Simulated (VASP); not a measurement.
# BaZrO3 (P1) in VASP: notebook, part 2 of 2

VASP 6.6.1. The steps go on from the part before.

## (3) Single point, PBE+U

File INCAR:

```
SYSTEM = BaZrO3
PREC = Accurate ; ENCUT = 520
EDIFF = 1E-7 ; ISMEAR = 0
SIGMA = 0.1 ; LREAL = .FALSE.
LASPH = .TRUE. ; NELM = 150
ALGO = Normal ; ISIF = 2
LWAVE = .FALSE. ; LCHARG = .FALSE.
LMAXMIX = 4 ; LDAU = .TRUE.
LDAUTYPE = 2 ; LDAUL = -1 2 -1
LDAUU = 0 1 0 ; LDAUJ = 0 0 0
LDAUPRINT = 1 ; GGA = PE
NBANDS = 28
```

File KPOINTS:

```
regular mesh
0
G
  5 5 5
  0 0 0
```

File POSCAR:

```
BaZrO3
1.0
    4.1913400000      0.0000000000      0.0000000000
    0.0000000000      4.1913400000      0.0000000000
    0.0000000000      0.0000000000      4.1913400000
Ba Zr O
1 1 3
Direct
    0.0001980000      0.0077720000     -0.0074240000
    0.5005400000      0.5082770000      0.4918760000
    0.4928290000      0.5011710000      0.0004680000
    0.4943580000      0.0015540000      0.5065890000
   -0.0058270000      0.5059910000      0.5046290000
```

Potentials or basis: VASP PAW PBE potentials, release 64 (Ba_sv, Zr_sv, O).

Started as:

```bash
$ cat potpaw_PBE.64/Ba_sv/POTCAR potpaw_PBE.64/Zr_sv/POTCAR potpaw_PBE.64/O/POTCAR > POTCAR
$ mpirun -np 1 vasp_std > vasp.out
```

OUTCAR:

```text
SYSTEM = BaZrO3
   PREC = Accurate
   ENCUT = 520
   EDIFF = 1E-7
   ISMEAR = 0
   LREAL = .FALSE.
   LASPH = .TRUE.
   NELM = 150
   ISIF = 2
   GGA = PE

 ion  position               nearest neighbor table
   1  0.000  0.008  0.993-   4 2.91   3 2.92   5 2.92   5 2.93   4 2.94   3 2.96   3 2.97   4 2.99
                             5 2.99   5 3.00   3 3.01   4 3.02   2 3.63   2 3.63   2 3.63   2 3.63
   2  0.501  0.508  0.492-   3 2.06   4 2.07   5 2.07   5 2.12   4 2.12   3 2.13   1 3.63   1 3.63
                             1 3.63   1 3.63   1 3.63   1 3.63   1 3.63   1 3.63
   3  0.493  0.501  0.000-   2 2.06   2 2.13   1 2.92   1 2.96   1 2.97   1 3.01
   4  0.494  0.002  0.507-   2 2.07   2 2.12   1 2.91   1 2.94   1 2.99   1 3.02
   5  0.994  0.506  0.505-   2 2.07   2 2.12   1 2.92   1 2.93   1 2.99   1 3.00

  LATTYP: Found a simple cubic cell.
 ALAT       =     4.1913400000

  Lattice vectors:

 A1 = (   4.1913400000,   0.0000000000,   0.0000000000)
 A2 = (   0.0000000000,   4.1913400000,   0.0000000000)
 A3 = (   0.0000000000,   0.0000000000,   4.1913400000)

Analysis of symmetry for initial positions (statically):
=====================================================================
 Subroutine PRICEL returns:
 Original cell was already a primitive cell.

 Routine SETGRP: Setting up the symmetry group for a
 simple cubic supercell.

 Subroutine GETGRP returns: Found  1 space group operations
 (whereof  1 operations were pure point group operations)
 out of a pool of 48 trial point group operations.

The static configuration has the point symmetry C_1 .

Analysis of symmetry for dynamics (positions and initial velocities):
=====================================================================
 Subroutine PRICEL returns:
 Original cell was already a primitive cell.

 Routine SETGRP: Setting up the symmetry group for a
 simple cubic supercell.

 Subroutine GETGRP returns: Found  1 space group operations
 (whereof  1 operations were pure point group operations)
 out of a pool of 48 trial point group operations.

The dynamic configuration has the point symmetry C_1 .

 Subroutine INISYM returns: Found  1 space group operations
 (whereof  1 operations are pure point group operations),
 and found     1 'primitive' translations

----------------------------------------------------------------------------------------

                                     Primitive cell

  volume of cell :      73.6307

  direct lattice vectors                    reciprocal lattice vectors
     4.191340000  0.000000000  0.000000000     0.238587182  0.000000000  0.000000000
     0.000000000  4.191340000  0.000000000     0.000000000  0.238587182  0.000000000
     0.000000000  0.000000000  4.191340000     0.000000000  0.000000000  0.238587182

  length of vectors
     4.191340000  4.191340000  4.191340000     0.238587182  0.238587182  0.238587182

[... 99 lines left out ...]
   EMIN   =  10.00;   EMAX   =-10.00  energy-range for DOS
   EFERMI =   0.00;   METHOD = LEGACY
   ISMEAR =     0;   SIGMA  =   0.10  broadening in eV -4-tet -1-fermi 0-gaus
   EFERMI_NEDOS =   21; number of points for ismear=-14 and -15
   IALGO  =     38    algorithm
   IMIX   =      4    mixing-type and parameters
     AMIX     =   0.40;   BMIX     =  1.00
     AMIX_MAG =   1.60;   BMIX_MAG =  1.00
  volume/ion in A,a.u.               =      14.73        99.38
  Fermi-wavevector in a.u.,A,eV,Ry     =   1.335802  2.524299 24.277770  1.784366
  Thomas-Fermi vector in A             =   2.464478
   LORBIT       =      0    0 simple, 1 ext, 2 COOP (PROOUT), +10 PAW based schemes
 LDA+U is selected, type is set to LDAUTYPE =  2
   angular momentum for each species LDAUL =    -1    2   -1
   U (eV)           for each species LDAUU =   0.0  1.0  0.0
   J (eV)           for each species LDAUJ =   0.0  0.0  0.0
   GGA     = PE    functional components
   LHFCALC =     F    Hartree Fock is set to
   AEXX    =    0.0000 exact exchange contribution
   IVDW    =     0    specifies the selected vdW correction
   LEPSILON=     F    determine dielectric tensor
   LRPA    =     F    only Hartree local field effects (RPA)
 non-spin polarized calculation
 Gauss-broadening in eV      SIGMA  =   0.10
  energy-cutoff  :      520.00
  volume of cell :       73.63
 maximum number of plane-waves:      1993
   NGX = 15   NGY = 15   NGZ = 15

atom =   2  type =  2  l = 2

 onsite density matrix

spin component  1

  0.0924  0.0000  0.0002  0.0001  0.0001
  0.0000  0.0932  0.0001  0.0000 -0.0006
  0.0002  0.0001  0.2179  0.0002 -0.0000
  0.0001  0.0000  0.0002  0.0931  0.0005
  0.0001 -0.0006 -0.0000  0.0005  0.2174

spin component  2

  0.0924  0.0000  0.0002  0.0001  0.0001
  0.0000  0.0932  0.0001  0.0000 -0.0006
  0.0002  0.0001  0.2179  0.0002 -0.0000
  0.0001  0.0000  0.0002  0.0931  0.0005
  0.0001 -0.0006 -0.0000  0.0005  0.2174

 occupancies and eigenvectors

  o =  0.0923  v =  0.9857 -0.0337 -0.0015 -0.1654 -0.0006  0.0000  0.0000  0.0000  0.0000  0.0000      0.0000  0.0000  0.0000  0.0000  0.0000  0.0000  0.0000  0.0000  0.0000  0.0000
  o =  0.0923  v =  0.0000  0.0000  0.0000  0.0000  0.0000  0.9857 -0.0337 -0.0015 -0.1654 -0.0006      0.0000  0.0000  0.0000  0.0000  0.0000  0.0000  0.0000  0.0000  0.0000  0.0000
  o =  0.0931  v = -0.1315  0.4606  0.0013 -0.8778  0.0057  0.0000  0.0000  0.0000  0.0000  0.0000      0.0000  0.0000  0.0000  0.0000  0.0000  0.0000  0.0000  0.0000  0.0000  0.0000
  o =  0.0931  v =  0.0000  0.0000  0.0000  0.0000  0.0000 -0.1315  0.4606  0.0013 -0.8778  0.0057      0.0000  0.0000  0.0000  0.0000  0.0000  0.0000  0.0000  0.0000  0.0000  0.0000
  o =  0.0932  v = -0.1058 -0.8869  0.0018 -0.4496 -0.0021  0.0000  0.0000  0.0000  0.0000  0.0000      0.0000  0.0000  0.0000  0.0000  0.0000  0.0000  0.0000  0.0000  0.0000  0.0000
  o =  0.0932  v =  0.0000  0.0000  0.0000  0.0000  0.0000 -0.1058 -0.8869  0.0018 -0.4496 -0.0021      0.0000  0.0000  0.0000  0.0000  0.0000  0.0000  0.0000  0.0000  0.0000  0.0000
  o =  0.2174  v = -0.0013  0.0045 -0.0942 -0.0041 -0.9955  0.0000  0.0000  0.0000  0.0000  0.0000      0.0000  0.0000  0.0000  0.0000  0.0000  0.0000  0.0000  0.0000  0.0000  0.0000
  o =  0.2174  v =  0.0000  0.0000  0.0000  0.0000  0.0000 -0.0013  0.0045 -0.0942 -0.0041 -0.9955      0.0000  0.0000  0.0000  0.0000  0.0000  0.0000  0.0000  0.0000  0.0000  0.0000
  o =  0.2179  v =  0.0000  0.0000  0.0000  0.0000  0.0000  0.0018  0.0014  0.9955  0.0013 -0.0942      0.0000  0.0000  0.0000  0.0000  0.0000  0.0000  0.0000  0.0000  0.0000  0.0000
  o =  0.2179  v =  0.0018  0.0014  0.9955  0.0013 -0.0942  0.0000  0.0000  0.0000  0.0000  0.0000      0.0000  0.0000  0.0000  0.0000  0.0000  0.0000  0.0000  0.0000  0.0000  0.0000

 number of electron      39.9999999 magnetization

 Free energy of the ion-electron system (eV)
  ---------------------------------------------------
  ext. energy  EPLUGINS =         0.00000000
  ---------------------------------------------------
  free energy    TOTEN  =       -41.07361954 eV

  energy without entropy =      -41.07361954  energy(sigma->0) =      -41.07361954

 E-fermi :   4.2698     XC(G=0): -10.7715

 val. band max:        3.7148990663   @ k =  -0.4000  -0.4000   0.4000
 cond. band min:       7.1774254582   @ k =   0.0000   0.0000   0.0000
 fundamental gap:      3.4625263918
 Fermi energy:         4.2698385119

 k-point     1 :       0.0000    0.0000    0.0000
  band No.  band energies     occupation
      1     -43.3786      2.00000
      2     -21.5331      2.00000
      3     -21.5300      2.00000
      4     -21.5287      2.00000
      5     -21.4918      2.00000
      6     -12.5602      2.00000
[... 733 lines left out ...]
     27      11.7378      0.00000
     28      12.2125      0.00000

 [... further k-points ...]
[... 5 lines left out ...]
  --------------------------------------------------------------------------------------
  -------------------------------------------------------------------------------------
  Total        2.8531499      2.8293904      2.9125486      0.0009552      0.0054114     -0.0024216
  in kB       62.0835427     61.5665459     63.3760383      0.0207842      0.1177492     -0.0526929
  external PRESSURE =      62.3420423 kB  Pullay stress =       0.0000000 kB

 VOLUME and BASIS-vectors are now :
 -----------------------------------------------------------------------------
  energy-cutoff  :      520.00
  volume of cell :       73.63
      direct lattice vectors                 reciprocal lattice vectors
     4.191340000  0.000000000  0.000000000     0.238587182  0.000000000  0.000000000
     0.000000000  4.191340000  0.000000000     0.000000000  0.238587182  0.000000000
     0.000000000  0.000000000  4.191340000     0.000000000  0.000000000  0.238587182

 POSITION                                       TOTAL-FORCE (eV/Angst)
 -----------------------------------------------------------------------------------
      0.00083      0.03258      4.16022        -0.005339     -0.010301     -0.009855
      2.09793      2.13036      2.06162        -0.188602     -0.196769      0.269792
      2.06561      2.10058      0.00196         0.011111     -0.009256     -0.128030
      2.07202      0.00651      2.12329        -0.002193      0.268771     -0.075038
      4.16692      2.12078      2.11507         0.185023     -0.052444     -0.056868
 -----------------------------------------------------------------------------------
    total drift:                               -0.000055     -0.000085      0.000126

  FREE ENERGIE OF THE ION-ELECTRON SYSTEM (eV)
  ---------------------------------------------------
  free  energy   TOTEN  =       -41.0736195380 eV

  energy  without entropy=      -41.0736195380  energy(sigma->0) =      -41.07361954
```

Wall time 46 s (1 thread of Intel Xeon 6975P-C (Granite Rapids), shared host); peak memory 0.25 GiB.

Results:

```yaml
Free_energy: -41.0736 eV
Pressure: 6.2 GPa
Largest_force: 0.384 eV/Å
Band_gap_on_the_k_mesh: 3.46 eV, indirect (least direct gap 3.61 eV)
```

Forces on the atoms (eV/Å):
```
Ba  -0.005 -0.010 -0.010
Zr  -0.189 -0.197  0.270
O    0.011 -0.009 -0.128
O   -0.002  0.269 -0.075
O    0.185 -0.052 -0.057
```

Levels at points of the mesh, in eV from the valence-band top:
| k point | band 16 | band 17 | band 18 | band 19 | band 20 | band 21 | band 22 | band 23 | band 24 | band 25 |
| --- | --- | --- | --- | --- | --- | --- | --- | --- | --- | --- |
| (0.00, 0.00, 0.00) | -0.90 | -0.88 | -0.17 | -0.15 | -0.14 | 3.46 | 3.49 | 3.50 | 4.76 | 4.76 |

Eigenvalues of the final occupation matrices:
```
    site  spin  trace               eigenvalues
site 2 d     1   0.71  0.09 0.09 0.09 0.22 0.22
site 2 d     2   0.71  0.09 0.09 0.09 0.22 0.22
```

Caveat: spin-orbit coupling is left out, which moves the levels of the heavy elements.
